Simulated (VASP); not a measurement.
A run of VASP 6.6.1 is set up as follows.

The input INCAR:

```
ALGO     = Normal         # electronic algorithm
EDIFF    = 1E-6           # SCF threshold, eV
ENCUT    = 520            # plane-wave cutoff, eV
GGA      = PE             # functional
ISIF     = 2              # what is computed and relaxed
ISMEAR   = -1             # smearing method
LASPH    = T              # aspherical terms in the spheres
LCHARG   = F              # write CHGCAR
LREAL    = F              # projectors in reciprocal space
LWAVE    = F              # write WAVECAR
NBANDS   = 14             # bands
NELM     = 80             # most SCF steps
PREC     = Accurate       # precision mode
SIGMA    = 0.05           # smearing width, eV
```

File KPOINTS:

```
k-points
0
Gamma
  14 14 14
```

File POSCAR:

```
Bi
1.0
    0.0000000000      2.5161747668      2.5161747668
    2.5161747668      0.0000000000      2.5161747668
    2.5161747668      2.5161747668      0.0000000000
Bi
1
Direct
    0.0000000000      0.0000000000      0.0000000000
```

Potentials or basis: VASP PAW PBE potentials, release 64 (Bi_d).

Command:

```bash
$ cat potpaw_PBE.64/Bi_d/POTCAR > POTCAR
$ mpirun -np 1 vasp_std > vasp.out
```

(1) Predict the band gap on the k mesh.

(2) Estimate the pressure.

Answers

(1) zero (an odd number of electrons rules out a gap without spin polarisation).

(2) 0.0 GPa.

Caveat: spin-orbit coupling is left out, which moves the levels of the heavy elements.
